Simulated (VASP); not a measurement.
A run of VASP 6.6.1:

The input INCAR:

```
SYSTEM = Be4Se3
ALGO = Normal ; EDIFF = 1E-6
ENCUT = 520 ; GGA = PE
ISIF = 2 ; ISMEAR = 0
LASPH = .TRUE. ; LCHARG = .FALSE.
LREAL = .FALSE. ; LWAVE = .FALSE.
NBANDS = 22 ; NELM = 60
PREC = Accurate ; SIGMA = 0.02
```

File KPOINTS:

```
k-points
0
G
  6 6 6
  0 0 0
```

POSCAR

```
Be4Se3
1.0
    4.9461111111      0.0000000000      0.0000000000
    0.0000000000      4.9461111111      0.0000000000
    0.0000000000      0.0000000000      4.9461111111
Be Se
4 3
Direct
    0.7681393993      0.7681393993      0.2318606007
    0.7681393993      0.2318606007      0.7681393993
    0.2318606007      0.2318606007      0.2318606007
    0.2318606007      0.7681393993      0.7681393993
    0.5000000000      0.0000000000      0.5000000000
    0.0000000000      0.5000000000      0.5000000000
    0.5000000000      0.5000000000      0.0000000000
```

Potentials or basis: VASP PAW PBE potentials, release 64 (Be, Se).

Run with:

```sh
$ cat potpaw_PBE.64/Be/POTCAR potpaw_PBE.64/Se/POTCAR > POTCAR
$ mpirun -np 1 vasp_std > vasp.out
```

Hardware: 1 thread of Intel(R) Xeon(R) 6975P-C (Granite Rapids) (shared host).

Q: How long does it take, and how much memory?

A: Wall time 20 s on 1 thread of Intel(R) Xeon(R) 6975P-C (Granite Rapids) (shared host), peak memory 0.25 GiB. Counts: scf iterations 12, k points 20.
